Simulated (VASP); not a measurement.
Runs of VASP 6.6.1 on SrNb. The structure is that of space group Fm-3m (No. 225), or close to it. The cells are those of the table. 

| task | cell | k mesh | cutoff (eV) | gap on the mesh (eV) | pressure (GPa) | relaxed volume (Å³/atom) |
| --- | --- | --- | --- | --- | --- | --- |
| relaxation of cell and atoms | relaxed from a = 4.113 Å, angles 60.0°, 2 atoms | 6 × 6 × 6 | 600 | none | -0.1 | 31.62 |
| single point | a = 4.451 Å, angles 60.0°, 2 atoms | 16 × 16 × 16 | 520 | none | (b) | - |
| single point | a = 4.113 Å, angles 60.0°, 2 atoms | 6 × 6 × 6 | 520 | none | 9.7 | - |
| relaxation of cell and atoms | relaxed from a = 4.453 Å, angles 60.0°, 2 atoms | 16 × 16 × 16 | 600 | none | 0.0 | 31.27 |
| single point | a = 4.453 Å, angles 60.0°, 2 atoms | 6 × 6 × 6 | 520 | none | (a) | - |

Alike in all rows: level PBE; potentials or basis VASP PAW PBE potentials, release 64 (Sr_sv, Nb_sv); no spin polarisation; smearing gaussian 0.1 eV.

Estimate the missing entries.

(a) 0.2; (b) 0.1.

Caveats: the volume moved by over 15 % at a fixed basis, so the end points are rough (some runs).

A k mesh can miss the band edges, and the runs leave out spin-orbit coupling on Nb, Sr.

A gap of «none» marks levels without a gap at the run's occupations.
